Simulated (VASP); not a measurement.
Wanted: the native input for a VASP 6.6.1 run.

| Item | Value |
| --- | --- |
| Task | single point |
| Functional | r2SCAN |
| Potentials or basis | VASP PAW PBE potentials, release 64 (W_sv, P) |
| Cutoff | 520 eV |
| k mesh | 6 × 6 × 6 |
| Occupations | gaussian, width 0.0263 eV |
| Spin | no spin polarisation |
| Dipole correction | no |
| Further INCAR settings | ALGO = Normal; EDIFF = 1e-06; NBANDS = 39 |

P3W:

```
CELL_PARAMETERS angstrom
2.44196 4.22959 0.00000
-2.44196 4.22959 0.00000
0.00000 0.00000 4.66501
ATOMIC_POSITIONS crystal
W 0.33330 0.33340 0.25000
W 0.66660 0.66670 0.75000
P 0.83300 0.83300 0.25000
P 0.16700 0.66600 0.75000
P 0.33400 0.83300 0.25000
P 0.16700 0.16700 0.75000
P 0.83300 0.33400 0.25000
P 0.66600 0.16700 0.75000
```

These files were run (other wordings do the same):

POSCAR

```
P3W
1.0
    2.4419590000      4.2295950000      0.0000000000
   -2.4419590000      4.2295950000      0.0000000000
    0.0000000000      0.0000000000      4.6650140000
W P
2 6
Direct
    0.3333000000      0.3334000000      0.2500000000
    0.6666000000      0.6667000000      0.7500000000
    0.8330000000      0.8330000000      0.2500000000
    0.1670000000      0.6660000000      0.7500000000
    0.3340000000      0.8330000000      0.2500000000
    0.1670000000      0.1670000000      0.7500000000
    0.8330000000      0.3340000000      0.2500000000
    0.6660000000      0.1670000000      0.7500000000
```

INCAR.step1

```
PREC = Accurate ; ENCUT = 520
ISMEAR = 0 ; SIGMA = 0.0263
LREAL = F ; LASPH = T
NELM = 100 ; NBANDS = 39
GGA = PE ; ALGO = Normal
EDIFF = 1E-4 ; LWAVE = T
LCHARG = F
```

INCAR.step2

```
PREC = Accurate ; ENCUT = 520
EDIFF = 1E-6 ; ISMEAR = 0
SIGMA = 0.0263 ; LREAL = F
LASPH = T ; NELM = 100
ALGO = Normal ; ISIF = 2
LWAVE = F ; LCHARG = F
METAGGA = R2SCAN ; LMIXTAU = T
NBANDS = 39 ; ISTART = 1
```

KPOINTS

```
Automatic mesh
0
Gamma
  6 6 6
```

Potentials or basis: VASP PAW PBE potentials, release 64 (W_sv, P).

Run with:

```sh
$ cat potpaw_PBE.64/W_sv/POTCAR potpaw_PBE.64/P/POTCAR > POTCAR
$ cp INCAR.step1 INCAR
$ mpirun -np 1 vasp_std > vasp.out
$ cp INCAR.step2 INCAR
$ mpirun -np 1 vasp_std > vasp.out
```

It gave:

| Property | Result |
| --- | --- |
| Pressure | 35.7 GPa |
| Largest force | 1.201 eV/Å |
| Band gap on the k mesh | zero (band 29 reaches 14.93 eV, above the bottom of band 30 at 12.76 eV) |

Caveat: the PAW data sets were made with another functional, which shifts forces and pressure a little; spin-orbit coupling is left out, which moves the levels of the heavy elements.

Run time: 10 min on 1 thread of AMD EPYC 7R13 Processor (Zen 3) (shared host), peak memory 0.28 GiB.
